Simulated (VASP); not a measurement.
A run of VASP 6.6.1:

Contents of INCAR:

```
SYSTEM = F
PREC = Accurate
ENCUT = 520
EDIFF = 1E-6
ISMEAR = -1
SIGMA = 0.05
LREAL = .FALSE.
LASPH = .TRUE.
NELM = 60
ALGO = Normal
ISIF = 2
LWAVE = .FALSE.
LCHARG = .FALSE.
GGA = PE
NBANDS = 10
```

The input KPOINTS:

```
regular mesh
0
G
  17 17 17
  0 0 0
```

File POSCAR:

```
F
1.0
    1.9453345468      0.0000000000      0.0000000000
    0.0000000000      1.9453345468      0.0000000000
    0.0000000000      0.0000000000      1.9453345468
F
1
Direct
    0.0000000000      0.0000000000      0.0000000000
```

Potentials or basis: VASP PAW PBE potentials, release 64 (F).

The run is started by

```bash
$ cat potpaw_PBE.64/F/POTCAR > POTCAR
$ mpirun -np 1 vasp_std > vasp.out
```

Hardware: 1 thread of Intel(R) Xeon(R) Platinum 8375C CPU @ 2.90GHz (Ice Lake), on a shared host.

How long does it take, and how much memory?

Run time: 2.9 s on 1 thread of Intel(R) Xeon(R) Platinum 8375C CPU @ 2.90GHz (Ice Lake) (shared host), peak memory 0.11 GiB. Counts: scf iterations 10, k points 165.
